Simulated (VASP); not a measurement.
# Be2C (Fm-3m) in VASP: a series of runs

Runs on Be2C. Level: PBEsol. Tasks: single point.

All numbers are computed with VASP 6.6.1; they aren't measurements. Logs are shortened: lines on timing, memory, paths and dates and some standing lists are left out, and cuts for length are marked.

### 1 The cell of the first run

It takes space group Fm-3m (No. 225, cubic). Conventional cell: a = 4.247 Å, b = 4.247 Å, c = 4.247 Å, α = 90.00°, β = 90.00°, γ = 90.00°. Be (site symmetry -43m) has 4 C at 1.84 Å and 6 Be at 2.12 Å within 2.4 Å. C (site symmetry m-3m) has 8 Be at 1.84 Å within 2.4 Å.

### 2 Single point, PBEsol

File INCAR:

```
SYSTEM = Be2C
PREC = Accurate
ENCUT = 600
EDIFF = 1E-6
ISMEAR = 0
SIGMA = 0.01
LREAL = .False.
LASPH = .True.
NELM = 120
ALGO = Normal
ISIF = 2
LWAVE = .False.
LCHARG = .False.
GGA = PS
NBANDS = 11
GGA_COMPAT = .False.
```

File KPOINTS:

```
regular mesh
0
Gamma
  8 8 8
  0 0 0
```

File POSCAR:

```
Be2C
1.0
    0.0000000000      2.1232938357      2.1232938357
    2.1232938357      0.0000000000      2.1232938357
    2.1232938357      2.1232938357      0.0000000000
Be C
2 1
Direct
    0.2500000000      0.2500000000      0.2500000000
    0.7500000000      0.7500000000      0.7500000000
    0.0000000000      0.0000000000      0.0000000000
```

Potentials or basis: VASP PAW PBE potentials, release 64 (Be, C).

Run with:

```sh
cat potpaw_PBE.64/Be/POTCAR potpaw_PBE.64/C/POTCAR > POTCAR
mpirun -np 1 vasp_std > vasp.out
```

OUTCAR:

```text
SYSTEM = Be2C
   PREC = Accurate
   ENCUT = 600
   EDIFF = 1E-6
   ISMEAR = 0
   LREAL = .False.
   LASPH = .True.
   NELM = 120
   ISIF = 2
   GGA = PS

 ion  position               nearest neighbor table
   1  0.250  0.250  0.250-   3 1.84   3 1.84   3 1.84   3 1.84   2 2.12   2 2.12   2 2.12   2 2.12
                             2 2.12   2 2.12
   2  0.750  0.750  0.750-   3 1.84   3 1.84   3 1.84   3 1.84   1 2.12   1 2.12   1 2.12   1 2.12
                             1 2.12   1 2.12
   3  0.000  0.000  0.000-   2 1.84   2 1.84   2 1.84   1 1.84   2 1.84   1 1.84   1 1.84   1 1.84

  LATTYP: Found a face centered cubic cell.
 ALAT       =     4.2465876714

  Lattice vectors:

 A1 = (   0.0000000000,   2.1232938357,   2.1232938357)
 A2 = (   2.1232938357,   0.0000000000,   2.1232938357)
 A3 = (   2.1232938357,   2.1232938357,   0.0000000000)

Analysis of symmetry for initial positions (statically):
=====================================================================
 Subroutine PRICEL returns:
 Original cell was already a primitive cell.

 Routine SETGRP: Setting up the symmetry group for a
 face centered cubic supercell.

 Subroutine GETGRP returns: Found 48 space group operations
 (whereof 48 operations were pure point group operations)
 out of a pool of 48 trial point group operations.

The static configuration has the point symmetry O_h .

Analysis of symmetry for dynamics (positions and initial velocities):
=====================================================================
 Subroutine PRICEL returns:
 Original cell was already a primitive cell.

 Routine SETGRP: Setting up the symmetry group for a
 face centered cubic supercell.

 Subroutine GETGRP returns: Found 48 space group operations
 (whereof 48 operations were pure point group operations)
 out of a pool of 48 trial point group operations.

The dynamic configuration has the point symmetry O_h .

 Subroutine INISYM returns: Found 48 space group operations
 (whereof 48 operations are pure point group operations),
 and found     1 'primitive' translations

----------------------------------------------------------------------------------------

                                     Primitive cell

  volume of cell :      19.1452

  direct lattice vectors                    reciprocal lattice vectors
     0.000000000  2.123293836  2.123293836    -0.235483187  0.235483187  0.235483187
     2.123293836  0.000000000  2.123293836     0.235483187 -0.235483187  0.235483187
     2.123293836  2.123293836  0.000000000     0.235483187  0.235483187 -0.235483187

  length of vectors
     3.002790939  3.002790939  3.002790939     0.407868845  0.407868845  0.407868845

  position of ions in fractional coordinates (direct lattice)
     0.250000000  0.250000000  0.250000000
     0.750000000  0.750000000  0.750000000
     0.000000000  0.000000000  0.000000000
[... 94 lines left out ...]
   EFERMI_NEDOS =   21; number of points for ismear=-14 and -15
   IALGO  =     38    algorithm
   IMIX   =      4    mixing-type and parameters
     AMIX     =   0.40;   BMIX     =  1.00
     AMIX_MAG =   1.60;   BMIX_MAG =  1.00
  volume/ion in A,a.u.               =       6.38        43.07
  Fermi-wavevector in a.u.,A,eV,Ry     =   1.223915  2.312865 20.381104  1.497969
  Thomas-Fermi vector in A             =   2.359009
   LORBIT       =      0    0 simple, 1 ext, 2 COOP (PROOUT), +10 PAW based schemes
   GGA     = PS    functional components
   LHFCALC =     F    Hartree Fock is set to
   AEXX    =    0.0000 exact exchange contribution
   IVDW    =     0    specifies the selected vdW correction
   LEPSILON=     F    determine dielectric tensor
   LRPA    =     F    only Hartree local field effects (RPA)
 non-spin polarized calculation
 Gauss-broadening in eV      SIGMA  =   0.01
  energy-cutoff  :      600.00
  volume of cell :       19.15
 maximum number of plane-waves:       652
   NGX = 11   NGY = 11   NGZ = 11

 number of electron       7.9999999 magnetization

 Free energy of the ion-electron system (eV)
  ---------------------------------------------------
  ext. energy  EPLUGINS =         0.00000000
  ---------------------------------------------------
  free energy    TOTEN  =       -18.38162419 eV

  energy without entropy =      -18.38162419  energy(sigma->0) =      -18.38162419

 E-fermi :   8.3497     XC(G=0): -11.7404

 val. band max:        8.2671987294   @ k =   0.0000   0.0000   0.0000
 cond. band min:       9.3511469225   @ k =   0.5000   0.5000   0.0000
 fundamental gap:      1.0839481932
 Fermi energy:         8.3497424142

 k-point     1 :       0.0000    0.0000    0.0000
  band No.  band energies     occupation
      1      -7.1959      2.00000
      2       8.2672      2.00000
      3       8.2672      2.00000
      4       8.2672      2.00000
      5      12.4560      0.00000
      6      12.4560      0.00000
      7      12.4560      0.00000
      8      15.6199      0.00000
      9      21.8019      0.00000
     10      21.8019      0.00000
     11      21.8019      0.00000
[... 309 lines left out ...]
 k-point    24 :      -0.3750    0.2500    0.1250
  band No.  band energies     occupation
      1      -3.6959      2.00000
      2      -0.1668      2.00000
      3       3.9767      2.00000
      4       4.6819      2.00000
      5      13.5115      0.00000
      6      15.1434      0.00000
      7      18.5746      0.00000
      8      19.2809      0.00000
      9      20.8962      0.00000
     10      22.5054      0.00000
     11      26.5222      0.00000

 [... further k-points ...]

------------------------ aborting loop because EDIFF is reached ----------------------------------------

  FORCE on cell =-STRESS in cart. coord.  units (eV):
  Direction    XX          YY          ZZ          XY          YZ          ZX
  --------------------------------------------------------------------------------------
  -------------------------------------------------------------------------------------
  Total        1.2724136      1.2724136      1.2724136      0.0000000      0.0000000      0.0000000
  in kB      106.4825870    106.4825870    106.4825870      0.0000000      0.0000000      0.0000000
  external PRESSURE =     106.4825870 kB  Pullay stress =       0.0000000 kB

 VOLUME and BASIS-vectors are now :
 -----------------------------------------------------------------------------
  energy-cutoff  :      600.00
  volume of cell :       19.15
      direct lattice vectors                 reciprocal lattice vectors
     0.000000000  2.123293836  2.123293836    -0.235483187  0.235483187  0.235483187
     2.123293836  0.000000000  2.123293836     0.235483187 -0.235483187  0.235483187
     2.123293836  2.123293836  0.000000000     0.235483187  0.235483187 -0.235483187

 POSITION                                       TOTAL-FORCE (eV/Angst)
 -----------------------------------------------------------------------------------
      1.06165      1.06165      1.06165         0.000000      0.000000      0.000000
      3.18494      3.18494      3.18494        -0.000000     -0.000000     -0.000000
      0.00000      0.00000      0.00000         0.000000     -0.000000      0.000000
 -----------------------------------------------------------------------------------
    total drift:                               -0.000000      0.000000      0.000000

  FREE ENERGIE OF THE ION-ELECTRON SYSTEM (eV)
  ---------------------------------------------------
  free  energy   TOTEN  =       -18.3816241926 eV

  energy  without entropy=      -18.3816241926  energy(sigma->0) =      -18.38162419
```

OSZICAR:

```text
N       E                     dE             d eps       ncg     rms          rms(c)
DAV:   1     0.487223900819E+01    0.48722E+01   -0.44286E+03   638   0.755E+02
DAV:   2    -0.187564148329E+02   -0.23629E+02   -0.22460E+02   889   0.135E+02
DAV:   3    -0.194842823020E+02   -0.72787E+00   -0.72513E+00   856   0.179E+01
DAV:   4    -0.194875024670E+02   -0.32202E-02   -0.32195E-02   732   0.146E+00
DAV:   5    -0.194875179368E+02   -0.15470E-04   -0.15470E-04   811   0.850E-02    0.543E+00
DAV:   6    -0.184554174102E+02    0.10321E+01   -0.28882E+00   674   0.817E+00    0.223E+00
DAV:   7    -0.183948027066E+02    0.60615E-01   -0.20288E-01   758   0.294E+00    0.129E+00
DAV:   8    -0.183817650563E+02    0.13038E-01   -0.11243E-02   728   0.104E+00    0.204E-01
DAV:   9    -0.183816239395E+02    0.14112E-03   -0.29606E-04   776   0.105E-01    0.113E-01
DAV:  10    -0.183816248441E+02   -0.90464E-06   -0.90082E-05   774   0.587E-02    0.761E-03
DAV:  11    -0.183816241926E+02    0.65158E-06   -0.67310E-06   725   0.144E-02
   1 F= -.18381624E+02 E0= -.18381624E+02  d E =-.848217E-34
```

It took 3.9 s on 1 thread of Intel Xeon Platinum 8375C at 2.90GHz (Ice Lake), shared host; peak memory 0.13 GiB.

What came out:

```yaml
Free_energy: -18.3816 eV
Pressure: 10.6 GPa
Band_gap_on_the_k_mesh: 1.08 eV, indirect (least direct gap 4.19 eV)
```

Caveat: the PAW data sets were made with another functional, which shifts forces and pressure a little. A hybrid or GW would open this gap; PBEsol tends to underestimate it.

### 3 Single point, PBEsol

This run uses another cell than the first one, of 6.25 Å³/atom, 0.980 times its volume.

File INCAR:

```
PREC = Accurate
ENCUT = 600
EDIFF = 1E-6
ISMEAR = 0
SIGMA = 0.01
LREAL = F
LASPH = T
NELM = 120
ALGO = Normal
ISIF = 2
LWAVE = F
LCHARG = F
GGA = PS
NBANDS = 11
GGA_COMPAT = F
```

File KPOINTS:

```
Automatic mesh
0
Gamma
  8 8 8
```

File POSCAR:

```
Be2C
1.0
    0.0000000000      2.1090475238      2.1090475238
    2.1090475238      0.0000000000      2.1090475238
    2.1090475238      2.1090475238      0.0000000000
Be C
2 1
Direct
    0.2500000000      0.2500000000      0.2500000000
    0.7500000000      0.7500000000      0.7500000000
    0.0000000000      0.0000000000      0.0000000000
```

Potentials or basis: VASP PAW PBE potentials, release 64 (Be, C).

Run with:

```sh
cat potpaw_PBE.64/Be/POTCAR potpaw_PBE.64/C/POTCAR > POTCAR
mpirun -np 1 vasp_std > vasp.out
```

OUTCAR:

```text
PREC = Accurate
   ENCUT = 600
   EDIFF = 1E-6
   ISMEAR = 0
   LREAL = F
   LASPH = T
   NELM = 120
   ISIF = 2
   GGA = PS

 ion  position               nearest neighbor table
   1  0.250  0.250  0.250-   3 1.83   3 1.83   3 1.83   3 1.83   2 2.11   2 2.11   2 2.11   2 2.11
                             2 2.11   2 2.11
   2  0.750  0.750  0.750-   3 1.83   3 1.83   3 1.83   3 1.83   1 2.11   1 2.11   1 2.11   1 2.11
                             1 2.11   1 2.11
   3  0.000  0.000  0.000-   2 1.83   2 1.83   2 1.83   1 1.83   2 1.83   1 1.83   1 1.83   1 1.83

[... 532 lines left out ...]
  FORCE on cell =-STRESS in cart. coord.  units (eV):
  Direction    XX          YY          ZZ          XY          YZ          ZX
  --------------------------------------------------------------------------------------
  -------------------------------------------------------------------------------------
  Total        1.8381536      1.8381536      1.8381536      0.0000000     -0.0000000     -0.0000000
  in kB      156.9651653    156.9651653    156.9651653      0.0000000     -0.0000000     -0.0000000
  external PRESSURE =     156.9651653 kB  Pullay stress =       0.0000000 kB

 VOLUME and BASIS-vectors are now :
 -----------------------------------------------------------------------------
  energy-cutoff  :      600.00
  volume of cell :       18.76
      direct lattice vectors                 reciprocal lattice vectors
     0.000000000  2.109047524  2.109047524    -0.237073842  0.237073842  0.237073842
     2.109047524  0.000000000  2.109047524     0.237073842 -0.237073842  0.237073842
     2.109047524  2.109047524  0.000000000     0.237073842  0.237073842 -0.237073842

 POSITION                                       TOTAL-FORCE (eV/Angst)
 -----------------------------------------------------------------------------------
      1.05452      1.05452      1.05452         0.000000     -0.000000     -0.000000
      3.16357      3.16357      3.16357        -0.000000      0.000000      0.000000
      0.00000      0.00000      0.00000         0.000000      0.000000     -0.000000
 -----------------------------------------------------------------------------------
    total drift:                               -0.000000     -0.000000     -0.000000

  FREE ENERGIE OF THE ION-ELECTRON SYSTEM (eV)
  ---------------------------------------------------
  free  energy   TOTEN  =       -18.3498921744 eV

  energy  without entropy=      -18.3498921744  energy(sigma->0) =      -18.34989217
```

OSZICAR:

```text
N       E                     dE             d eps       ncg     rms          rms(c)
DAV:   1     0.539586108914E+01    0.53959E+01   -0.44823E+03   638   0.758E+02
DAV:   2    -0.186450650201E+02   -0.24041E+02   -0.22859E+02   845   0.138E+02
DAV:   3    -0.194760198080E+02   -0.83095E+00   -0.82657E+00   847   0.190E+01
DAV:   4    -0.194799728649E+02   -0.39531E-02   -0.39512E-02   777   0.141E+00
DAV:   5    -0.194799911028E+02   -0.18238E-04   -0.18238E-04   797   0.887E-02    0.550E+00
DAV:   6    -0.184279135054E+02    0.10521E+01   -0.28815E+00   692   0.822E+00    0.228E+00
DAV:   7    -0.183632525873E+02    0.64661E-01   -0.21417E-01   766   0.302E+00    0.131E+00
DAV:   8    -0.183500350846E+02    0.13218E-01   -0.11538E-02   748   0.106E+00    0.202E-01
DAV:   9    -0.183498918795E+02    0.14321E-03   -0.30541E-04   771   0.108E-01    0.111E-01
DAV:  10    -0.183498927951E+02   -0.91552E-06   -0.84216E-05   767   0.577E-02    0.736E-03
DAV:  11    -0.183498921744E+02    0.62070E-06   -0.61126E-06   710   0.137E-02
   1 F= -.18349892E+02 E0= -.18349892E+02  d E =-.153413E-77
```

stdout:

```text
POSCAR found type information on POSCAR BeC
 POSCAR found :  2 types and       3 ions
 scaLAPACK will be used
 -----------------------------------------------------------------------------
|                                                                             |
|                                                                             |
|     You enforced a specific xc type in the INCAR file but a different       |
|     I HOPE YOU KNOW WHAT YOU ARE DOING!                                     |
|                                                                             |
 -----------------------------------------------------------------------------

 LDA part: xc-table for (Slater+PW92), standard interpolation
 POSCAR, INCAR and KPOINTS ok, starting setup
 FFT: planning ... GRIDC
 FFT: planning ... GRID_SOFT
 FFT: planning ... GRID
 WAVECAR not read
 entering main loop
```

It took 4 s on 1 thread of Intel Xeon Platinum 8375C at 2.90GHz (Ice Lake), shared host; peak memory 0.13 GiB.

Results:

- Free energy: -18.3499 eV
- Pressure: 15.7 GPa
- Band gap on the k mesh: 1.09 eV, indirect (least direct gap 4.22 eV)

Caveat: the PAW data sets were made with another functional, which shifts forces and pressure a little.

(Part 1 of 2 ends here.)
